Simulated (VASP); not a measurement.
Here is a VASP 6.6.1 calculation.

Contents of POSCAR:

```
Rh
1.0
    0.0000000000      1.9021258534      1.9021258534
    1.9021258534      0.0000000000      1.9021258534
    1.9021258534      1.9021258534      0.0000000000
Rh
1
Direct
    0.0000000000      0.0000000000      0.0000000000
```

File INCAR.step1:

```
SYSTEM = Rh
  ALGO = Normal
  EDIFF = 1E-5
  ENCUT = 580
  GGA = PE
  GGA_COMPAT = .False.
  ISMEAR = -1
  LASPH = .True.
  LCHARG = .False.
  LREAL = .False.
  LWAVE = .True.
  NBANDS = 14
  NELM = 120
  PREC = Accurate
  SIGMA = 0.15
```

INCAR.step2

```
SYSTEM = Rh
  ALGO = Normal
  EDIFF = 1E-6
  ENCUT = 580
  GGA_COMPAT = .False.
  ISIF = 2
  ISMEAR = -1
  ISTART = 1
  LASPH = .True.
  LCHARG = .False.
  LMIXTAU = .True.
  LREAL = .False.
  LWAVE = .False.
  METAGGA = R2SCAN
  NBANDS = 14
  NELM = 120
  PREC = Accurate
  SIGMA = 0.15
```

KPOINTS

```
k-points
0
Gamma
  24 24 24
  0 0 0
```

Potentials or basis: VASP PAW PBE potentials, release 64 (Rh_sv_GW).

The run is started by

```sh
$ cat potpaw_PBE.64/Rh_sv_GW/POTCAR > POTCAR
$ cp INCAR.step1 INCAR
$ mpirun -np 1 vasp_std > vasp.out
$ cp INCAR.step2 INCAR
$ mpirun -np 1 vasp_std > vasp.out
```

Problem. Predict the pressure.

Solution. -1.6 GPa.

Caveat: the PAW data sets were made with another functional, which shifts forces and pressure a little.
